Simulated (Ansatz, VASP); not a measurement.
# LaP: VASP beside Ansatz

```
La P
1.0
     0.00000    3.01250    3.04263
     3.01250    0.00000    3.04263
     3.01250    3.01250    0.00000
La P
1 1
Cartesian
  0.0000 0.0000 0.0000
  3.0125 3.0125 3.0426
```

Change from the starting cell: zz strain of +1 %.

Alike in both runs: task single point; functional LDA; k mesh 10 × 10 × 10; occupations fermi-dirac, width 0.03 eV; no spin polarisation.

```csv
,VASP,Ansatz
version,VASP 6.6.1,Ansatz 0.2.0
potentials or method,"VASP PAW LDA potentials, release 64 (La, P), cutoff 520 eV","all-electron LAPW, scalar-relativistic"
```

|  | VASP | Ansatz | Ansatz less VASP |
| --- | --- | --- | --- |
| pressure (GPa) | -3.9 | -3.9 | +0.05 |
| traceless stress, the component that is largest in VASP (GPa) | -0.83 | -0.83 | -0.001 |

LDA's correlation is that of Perdew and Zunger in VASP and of Perdew and Wang (1992) in Ansatz. Ansatz ran all-electron here, and VASP with PAW potentials.

Neither program's run includes spin-orbit coupling.
